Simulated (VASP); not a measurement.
## InAs: single point with PBE0

InAs:

```
In As
1.0
     4.73122    0.00000    0.00000
    -2.36561    4.09736    0.00000
     0.00000    0.00000    2.91089
In As
1 1
Direct
  0.00000 0.00000 0.00000
  0.66667 0.33333 0.00000
```

```json
{"Program": "VASP 6.6.1", "Task": "single point", "Functional": "PBE0", "Potentials or basis": "VASP PAW PBE potentials, release 64 (In_d, As)", "Cutoff": "520 eV", "k mesh": "4 × 4 × 5", "Occupations": "fermi-dirac, width 0.05 eV", "Spin": "no spin polarisation", "Dipole correction": "no", "Grid for exact exchange (PRECFOCK)": "Normal", "Further INCAR settings": "ALGO = Normal; EDIFF = 1e-06; NBANDS = 16", "Share of exact exchange": "0.25"}
```

The pressure is -0.2 GPa. The band gap on the k mesh is zero (bands 9 and 10 overlap by 2.36 eV).

Stress tensor (GPa, compression positive):
```
 1.63  0.00  0.00
 0.00  1.63  0.00
 0.00  0.00 -3.72
```

Levels at points of the mesh, in eV from the Fermi level:
| k point | band 5 | band 6 | band 7 | band 8 | band 9 | band 10 | band 11 | band 12 | band 13 | band 14 |
| --- | --- | --- | --- | --- | --- | --- | --- | --- | --- | --- |
| (0.00, 0.00, 0.00) | -16.44 | -14.28 | -4.70 | -3.33 | -3.33 | 2.87 | 2.87 | 5.15 | 6.19 | 10.59 |
| (0.50, 0.00, 0.00) | -16.45 | -13.47 | -8.44 | -4.35 | -1.22 | 5.44 | 5.53 | 7.00 | 8.17 | 9.98 |
| (0.50, 0.50, 0.00) | -16.45 | -13.47 | -8.44 | -4.35 | -1.22 | 5.44 | 5.53 | 7.00 | 8.17 | 9.98 |

Wall time 20 min on 1 thread of Intel(R) Xeon(R) Platinum 8375C CPU @ 2.90GHz (Ice Lake), on a shared host, peak memory 0.2 GiB.

Caveat: the k points lie up to 0.43 Å⁻¹ apart, too coarse for converged energies and pressures of a metal; the PAW data sets were made with another functional, which shifts forces and pressure a little; spin-orbit coupling is left out, which moves the levels of the heavy elements.
